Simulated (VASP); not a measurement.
Set up this calculation in VASP 6.6.1, as the native input.

```
Task                   : single point
Functional             : PBEsol
Potentials or basis    : VASP PAW PBE potentials, release 64 (Al, Co)
Cutoff                 : 520 eV
k mesh                 : 16 × 16 × 16
Occupations            : fermi-dirac, width 0.1 eV
Spin                   : no spin polarisation
Dipole correction      : no
Further INCAR settings : ALGO = Normal; EDIFF = 1e-06; NBANDS = 13
```

The structure of AlCo lies in POSCAR:

```
AlCo
1.0
    2.8049319065      0.0000000000      0.0000000000
    0.0000000000      2.8049319065      0.0000000000
    0.0000000000      0.0000000000      2.8049319065
Al Co
1 1
Direct
    0.0000000000      0.0000000000      0.0000000000
    0.5000000000      0.5000000000      0.5000000000
```

One way to write it, as run:

INCAR

```
PREC = Accurate
ENCUT = 520
EDIFF = 1E-6
ISMEAR = -1
SIGMA = 0.1
LREAL = F
LASPH = T
NELM = 80
ALGO = Normal
ISIF = 2
LWAVE = F
LCHARG = F
GGA = PS
NBANDS = 13
```

KPOINTS

```
regular mesh
0
Gamma
  16 16 16
```

Potentials or basis: VASP PAW PBE potentials, release 64 (Al, Co).

The run is started by

```sh
$ cat potpaw_PBE.64/Al/POTCAR potpaw_PBE.64/Co/POTCAR > POTCAR
$ mpirun -np 1 vasp_std > vasp.out
```

It gave:

| Quantity | Value |
| --- | --- |
| Pressure | 4.1 GPa |
| Band gap on the k mesh | zero (band 6 reaches 13.47 eV, above the bottom of band 7 at 10.83 eV) |

Caveat: the PAW data sets were made with another functional, which shifts forces and pressure a little.

It took 80 s on 1 thread of AMD EPYC 7R13 (shared host), peak memory 0.15 GiB.
